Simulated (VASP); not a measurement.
# Sc5Al (P4/mmm) in VASP: further runs, part 2 of 2

VASP 6.6.1. Earlier steps stand in the parts before.

### 3 Single point, PBE

This run uses another cell than the first one, of 22.99 Å³/atom.

INCAR

```
SYSTEM = Sc5Al
ALGO     = Fast           ! electronic algorithm
EDIFF    = 1E-6           ! SCF threshold, eV
ENCUT    = 520            ! plane-wave cutoff, eV
GGA      = PE             ! functional
ISIF     = 2              ! what is computed and relaxed
ISMEAR   = 0              ! smearing method
LASPH    = .True.         ! aspherical terms in the spheres
LCHARG   = .False.        ! write CHGCAR
LREAL    = .False.        ! projectors in reciprocal space
LWAVE    = .False.        ! write WAVECAR
NBANDS   = 38             ! bands
NELM     = 80             ! most SCF steps
PREC     = Accurate       ! precision mode
SIGMA    = 0.1            ! smearing width, eV
```

KPOINTS

```
k-points
0
Gamma
  12 12 4
  0 0 0
```

POSCAR

```
Sc5Al
1.0
    3.2518100000      0.0000000000      0.0000000000
    0.0000000000      3.2518100000      0.0000000000
    0.0000000000      0.0000000000     13.0465348000
Sc Al
5 1
Direct
    0.0000000000      0.0000000000      0.6434030000
    0.5000000000      0.5000000000      0.8223780000
    0.0000000000      0.0000000000      0.0000000000
    0.5000000000      0.5000000000      0.1776220000
    0.0000000000      0.0000000000      0.3565970000
    0.5000000000      0.5000000000      0.5000000000
```

Potentials or basis: VASP PAW PBE potentials, release 64 (Sc_sv, Al).

On the command line:

```console
$ cat potpaw_PBE.64/Sc_sv/POTCAR potpaw_PBE.64/Al/POTCAR > POTCAR
$ mpirun -np 1 vasp_std > vasp.out
```

OUTCAR:

```text
SYSTEM = Sc5Al
   EDIFF = 1E-6
   ENCUT = 520
   GGA = PE
   ISIF = 2
   ISMEAR = 0
   LASPH = .True.
   LREAL = .False.
   NELM = 80
   PREC = Accurate

 ion  position               nearest neighbor table
   1  0.000  0.000  0.643-   6 2.96   6 2.96   6 2.96   6 2.96   2 3.28   2 3.28   2 3.28   2 3.28

   2  0.500  0.500  0.822-   3 3.26   3 3.26   3 3.26   3 3.26   1 3.28   1 3.28   1 3.28   1 3.28

   3  0.000  0.000  0.000-   2 3.26   4 3.26   2 3.26   4 3.26   2 3.26   4 3.26   2 3.26   4 3.26

   4  0.500  0.500  0.178-   3 3.26   3 3.26   3 3.26   3 3.26   5 3.28   5 3.28   5 3.28   5 3.28

   5  0.000  0.000  0.357-   6 2.96   6 2.96   6 2.96   6 2.96   4 3.28   4 3.28   4 3.28   4 3.28

   6  0.500  0.500  0.500-   1 2.96   5 2.96   1 2.96   5 2.96   1 2.96   5 2.96   1 2.96   5 2.96

  LATTYP: Found a simple tetragonal cell.
 ALAT       =     3.2518100000
 C/A-ratio  =     4.0120839778

  Lattice vectors:

 A1 = (   3.2518100000,   0.0000000000,   0.0000000000)
 A2 = (   0.0000000000,   3.2518100000,   0.0000000000)
 A3 = (   0.0000000000,   0.0000000000,  13.0465348000)

Analysis of symmetry for initial positions (statically):
=====================================================================
 Subroutine PRICEL returns:
 Original cell was already a primitive cell.

 Routine SETGRP: Setting up the symmetry group for a
 simple tetragonal supercell.

 Subroutine GETGRP returns: Found 16 space group operations
 (whereof 16 operations were pure point group operations)
 out of a pool of 16 trial point group operations.

The static configuration has the point symmetry D_4h.

Analysis of symmetry for dynamics (positions and initial velocities):
=====================================================================
 Subroutine PRICEL returns:
 Original cell was already a primitive cell.

 Routine SETGRP: Setting up the symmetry group for a
 simple tetragonal supercell.

 Subroutine GETGRP returns: Found 16 space group operations
 (whereof 16 operations were pure point group operations)
 out of a pool of 16 trial point group operations.

The dynamic configuration has the point symmetry D_4h.

 Subroutine INISYM returns: Found 16 space group operations
 (whereof 16 operations are pure point group operations),
 and found     1 'primitive' translations

----------------------------------------------------------------------------------------

                                     Primitive cell

  volume of cell :     137.9576

  direct lattice vectors                    reciprocal lattice vectors
     3.251810000  0.000000000  0.000000000     0.307521042  0.000000000  0.000000000
     0.000000000  3.251810000  0.000000000     0.000000000  0.307521042  0.000000000
     0.000000000  0.000000000 13.046534800     0.000000000  0.000000000  0.076648705

  length of vectors
     3.251810000  3.251810000 13.046534800     0.307521042  0.307521042  0.076648705

  position of ions in fractional coordinates (direct lattice)
     0.000000000  0.000000000  0.643403000
     0.500000000  0.500000000  0.822378000
     0.000000000  0.000000000  0.000000000
     0.500000000  0.500000000  0.177622000
     0.000000000  0.000000000  0.356597000
     0.500000000  0.500000000  0.500000000

  ion indices of the primitive-cell ions
   primitive index   ion index
                 1           1
                 2           2
[... 28 lines left out ...]

 Found     84 irreducible k-points:

 Following reciprocal coordinates:
            Coordinates               Weight
  0.000000  0.000000  0.000000      1.000000
  0.083333  0.000000  0.000000      4.000000
  0.166667  0.000000  0.000000      4.000000
  0.250000  0.000000  0.000000      4.000000
  0.333333  0.000000  0.000000      4.000000
  0.416667  0.000000  0.000000      4.000000
[... 16 lines left out ...]
  0.333333  0.333333  0.000000      4.000000
  0.416667  0.333333  0.000000      8.000000
 [... further k-points ...]
   k-points           NKPTS =     84   k-points in BZ     NKDIM =     84   number of bands    NBANDS=     38
   number of dos      NEDOS =    301   number of ions     NIONS =      6
   total plane-waves  NPLWV =  56448
   dimension x,y,z NGX =    24 NGY =   24 NGZ =   98
   dimension x,y,z NGXF=    48 NGYF=   48 NGZF=  196
   ions per type =               5   1
   NGX,Y,Z   is equivalent  to a cutoff of  12.27, 12.27, 12.49 a.u.
   NGXF,Y,Z  is equivalent  to a cutoff of  24.54, 24.54, 24.98 a.u.
 SYSTEM =  Sc5Al
   PREC   = accura    normal or accurate (medium, high low for compatibility)
   ISTART =      0    job   : 0-new  1-cont  2-samecut
   ICHARG =      2    charge: 1-file 2-atom 10-const
   ISPIN  =      1    spin polarized calculation?
   LNONCOLLINEAR =      F non collinear calculations
   LSORBIT =      F    spin-orbit coupling
   LASPH  =      T    aspherical Exc in radial PAW
   ENCUT  =  520.0 eV  38.22 Ry    6.18 a.u.   6.05  6.05 24.26*2*pi/ulx,y,z
   NELM   =     80;   NELMIN=  2; NELMDL= -5     # of ELM steps
   EDIFF  = 0.1E-05   stopping-criterion for ELM
   LREAL  =      F    real-space projection
   EDIFFG = 0.1E-04   stopping-criterion for IOM
   NSW    =      0    number of steps for IOM
   IBRION =     -1    ionic relax: 0-MD 1-quasi-New 2-CG
   NFREE  =      0    steps in history (QN), initial steepest desc. (CG)
   ISIF   =      2    stress and relaxation
   ISYM   =      2    0-nonsym 1-usesym 2-fastsym
   POTIM  = 0.5000    time-step for ionic-motion
   TEBEG  =    0.0;   TEEND  =   0.0 temperature during run
   PSTRESS=    0.0 pullay stress
   NELECT =      58.0000    total number of electrons
   NUPDOWN=      -1.0000    fix difference up-down
   EMIN   =  10.00;   EMAX   =-10.00  energy-range for DOS
   EFERMI =   0.00;   METHOD = LEGACY
   ISMEAR =     0;   SIGMA  =   0.10  broadening in eV -4-tet -1-fermi 0-gaus
   EFERMI_NEDOS =   21; number of points for ismear=-14 and -15
   IALGO  =     68    algorithm
   IMIX   =      4    mixing-type and parameters
     AMIX     =   0.40;   BMIX     =  1.00
     AMIX_MAG =   1.60;   BMIX_MAG =  1.00
  volume/ion in A,a.u.               =      22.99       155.16
  Fermi-wavevector in a.u.,A,eV,Ry     =   1.226410  2.317579 20.464269  1.504081
  Thomas-Fermi vector in A             =   2.361412
   LORBIT       =      0    0 simple, 1 ext, 2 COOP (PROOUT), +10 PAW based schemes
   GGA     = PE    functional components
   LHFCALC =     F    Hartree Fock is set to
   AEXX    =    0.0000 exact exchange contribution
   IVDW    =     0    specifies the selected vdW correction
   LEPSILON=     F    determine dielectric tensor
   LRPA    =     F    only Hartree local field effects (RPA)
 non-spin polarized calculation
 RMM-DIIS sequential band-by-band and
 Gauss-broadening in eV      SIGMA  =   0.10
  energy-cutoff  :      520.00
  volume of cell :      137.96
 maximum number of plane-waves:      3766
   NGX = 13   NGY = 13   NGZ = 49

 number of electron      58.0000002 magnetization

 Free energy of the ion-electron system (eV)
  ---------------------------------------------------
  ext. energy  EPLUGINS =         0.00000000
  ---------------------------------------------------
  free energy    TOTEN  =       -35.80557367 eV

  energy without entropy =      -35.76307396  energy(sigma->0) =      -35.78432381

 E-fermi :   4.2614     XC(G=0):  -9.9702

 val. band max:        4.2525470189   @ k =   0.4167   0.2500   0.5000
 cond. band min:       4.2644388085   @ k =   0.4167   0.4167   0.2500
 fundamental gap:      0.0118917896
 Fermi energy:         4.2613913751

 k-point     1 :       0.0000    0.0000    0.0000
  band No.  band energies     occupation
      1     -45.1932      2.00000
      2     -45.1907      2.00000
      3     -45.1453      2.00000
      4     -45.1072      2.00000
      5     -45.0879      2.00000
      6     -23.9359      2.00000
[... 973 lines left out ...]
     37       5.7800      0.00000
     38       6.1050      0.00000

 [... further k-points ...]
[... 5 lines left out ...]
  --------------------------------------------------------------------------------------
  -------------------------------------------------------------------------------------
  Total        0.0455527      0.0455527      0.0551528      0.0000000      0.0000000      0.0000000
  in kB        0.5290290      0.5290290      0.6405196      0.0000000      0.0000000      0.0000000
  external PRESSURE =       0.5661925 kB  Pullay stress =       0.0000000 kB

 VOLUME and BASIS-vectors are now :
 -----------------------------------------------------------------------------
  energy-cutoff  :      520.00
  volume of cell :      137.96
      direct lattice vectors                 reciprocal lattice vectors
     3.251810000  0.000000000  0.000000000     0.307521042  0.000000000  0.000000000
     0.000000000  3.251810000  0.000000000     0.000000000  0.307521042  0.000000000
     0.000000000  0.000000000 13.046534800     0.000000000  0.000000000  0.076648705

 POSITION                                       TOTAL-FORCE (eV/Angst)
 -----------------------------------------------------------------------------------
      0.00000      0.00000      8.39418        -0.000000      0.000000      0.000817
      1.62590      1.62590     10.72918         0.000000     -0.000000      0.007898
      0.00000      0.00000      0.00000        -0.000000      0.000000      0.000000
      1.62590      1.62590      2.31735        -0.000000     -0.000000     -0.007898
      0.00000      0.00000      4.65236        -0.000000      0.000000     -0.000817
      1.62590      1.62590      6.52327        -0.000000      0.000000      0.000000
 -----------------------------------------------------------------------------------
    total drift:                                0.000000     -0.000000      0.000000

  FREE ENERGIE OF THE ION-ELECTRON SYSTEM (eV)
  ---------------------------------------------------
  free  energy   TOTEN  =       -35.8055736715 eV

  energy  without entropy=      -35.7630739552  energy(sigma->0) =      -35.78432381
```

Wall time 3.9 min (1 thread of Intel Xeon 6975P-C (Granite Rapids), shared host); peak memory 0.46 GiB.

What came out:

```
Free energy            : -35.8056 eV
Pressure               : 0.1 GPa
Largest force          : 0.008 eV/Å
Band gap on the k mesh : zero (bands 29 and 30 overlap by 0.73 eV)
```

Forces in eV/Å, atoms in the order of the input:
```
Sc   0.000  0.000  0.001
Sc   0.000  0.000  0.008
Sc   0.000  0.000  0.000
Sc   0.000  0.000 -0.008
Sc   0.000  0.000 -0.001
Al   0.000  0.000  0.000
```

### 4 Single point, PBE (23.68 Å³/atom)

This run uses another cell than the first one, of 23.68 Å³/atom.

INCAR

```
SYSTEM = Sc5Al
PREC = Accurate ; ENCUT = 520
EDIFF = 1E-6 ; ISMEAR = 0
SIGMA = 0.1 ; LREAL = .False.
LASPH = .True. ; NELM = 100
ALGO = Fast ; ISIF = 2
LWAVE = .False. ; LCHARG = .False.
GGA = PE ; NBANDS = 38
```

KPOINTS

```
Automatic mesh
0
Gamma
  12 12 4
  0 0 0
```

POSCAR

```
Sc5Al
1.0
    3.2846422585      0.0000000000      0.0000000000
    0.0000000000      3.2846422585      0.0000000000
    0.0000000000      0.0000000000     13.1706307562
Sc Al
5 1
Direct
    0.0000000000      0.0000000000      0.6425220427
    0.5000000000      0.5000000000      0.8220247010
    0.0000000000      0.0000000000      0.0000000000
    0.5000000000      0.5000000000      0.1779752990
    0.0000000000      0.0000000000      0.3574779573
    0.5000000000      0.5000000000      0.5000000000
```

On the command line:

```console
$ cat potpaw_PBE.64/Sc_sv/POTCAR potpaw_PBE.64/Al/POTCAR > POTCAR
$ mpirun -np 1 vasp_std > vasp.out
```

Run time: 4 min. Hardware: 1 thread of Intel Xeon 6975P-C (Granite Rapids), shared host; peak memory 0.46 GiB.

Results (log left out):

```
Free energy            : -35.7867 eV
Pressure               : -1.6 GPa
Band gap on the k mesh : zero (bands 29 and 30 overlap by 0.71 eV)
```

Forces in eV/Å, atoms in the order of the input:
```
Sc   0.000  0.000  0.002
Sc   0.000  0.000  0.001
Sc   0.000  0.000  0.000
Sc   0.000  0.000 -0.001
Sc   0.000  0.000 -0.002
Al   0.000  0.000  0.000
```

Levels at points of the mesh, in eV from the Fermi level:
```
           k point  band 27  band 28  band 29  band 30  band 31  band 32
(0.00, 0.00, 0.00)    -0.51    -0.15     0.11     0.84     1.26     1.31
(0.50, 0.00, 0.00)    -0.79    -0.41     0.11     0.16     0.28     0.63
(0.50, 0.50, 0.00)    -0.86    -0.48    -0.48     0.06     0.06     0.40
(0.00, 0.00, 0.50)    -0.46    -0.30     0.29     0.69     1.27     1.32
(0.50, 0.00, 0.50)    -0.77    -0.36     0.15     0.16     0.16     0.56
(0.50, 0.50, 0.50)    -0.98    -0.42    -0.42    -0.14    -0.14     0.74
```

### 5 The runs side by side

| cell | gap on the mesh (eV) | pressure (GPa) |
| --- | --- | --- |
| a = 3.218, b = 3.218, c = 12.920 Å, 6 atoms, atomic positions A | none | 1.9 |
| a = 3.252, b = 3.252, c = 13.047 Å, 6 atoms, atomic positions B | none | 0.1 |
| a = 3.285, b = 3.285, c = 13.171 Å, 6 atoms, atomic positions C | none | -1.6 |

Alike in all rows: task single point; level PBE; potentials or basis VASP PAW PBE potentials, release 64 (Sc_sv, Al); no spin polarisation; k mesh 12 × 12 × 4; cutoff (eV) 520; smearing gaussian 0.1 eV.

Total energies depend on the potentials used, so only differences within one code and one set of settings carry meaning.
